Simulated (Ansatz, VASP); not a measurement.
Ag in VASP and in Ansatz

Contents of INCAR:

```
SYSTEM = Ag
  PREC = Accurate
  ENCUT = 520
  EDIFF = 1E-7
  ISMEAR = -1
  SIGMA = 0.1
  LREAL = .False.
  LASPH = .True.
  NELM = 60
  ALGO = Normal
  ISIF = 2
  LWAVE = .False.
  LCHARG = .False.
  GGA = PE
  NBANDS = 12
```

File KPOINTS:

```
Automatic mesh
0
Gamma
  16 16 16
  0 0 0
```

Contents of POSCAR:

```
Ag
1.0
    0.0000000000      1.7493933460      1.7493933460
    1.7493933460      0.0000000000      1.7493933460
    1.7493933460      1.7493933460      0.0000000000
Ag
1
Direct
    0.0000000000      0.0000000000      0.0000000000
```

Input for Ansatz:

```yaml
crystal:
  lattice:
    - [0.0, 1.749393346, 1.749393346]
    - [1.749393346, 0.0, 1.749393346]
    - [1.749393346, 1.749393346, 0.0]
  atoms:
    - { symbol: Ag, position: [0.0, 0.0, 0.0] }
kpoints:
  mp_grid: { grid: [16, 16, 16] }
scf:
  occupations: { method: fermi_dirac, width: 0.1 }
hamiltonian:
  xc: pbe
  pseudopotentials: { kind: all_electron, lapw: { basis_error: 0.001 } }
output:
  forces: true
  stress: true
  eigenvalues: true
  populations: true
```

Change from the starting cell: volume scaled by 0.6, LAPW.

Alike in both runs: task single point; functional PBE; k mesh 16 × 16 × 16; occupations fermi-dirac, width 0.1 eV; no spin polarisation.

```csv
,VASP,Ansatz
version,VASP 6.6.1,Ansatz 0.2.0
potentials or method,"VASP PAW PBE potentials, release 64 (Ag), cutoff 520 eV","all-electron LAPW, scalar-relativistic"
```

VASP gave:

```
pressure (GPa) : 195.2
```

Estimate Ansatz's values.

pressure (GPa): 196.1.

Both programs put the cell under a high pressure, so it lies far from rest at this level. Ansatz ran all-electron here, and VASP with PAW potentials.

Noted on VASP's run: the cell as given lies far from equilibrium.
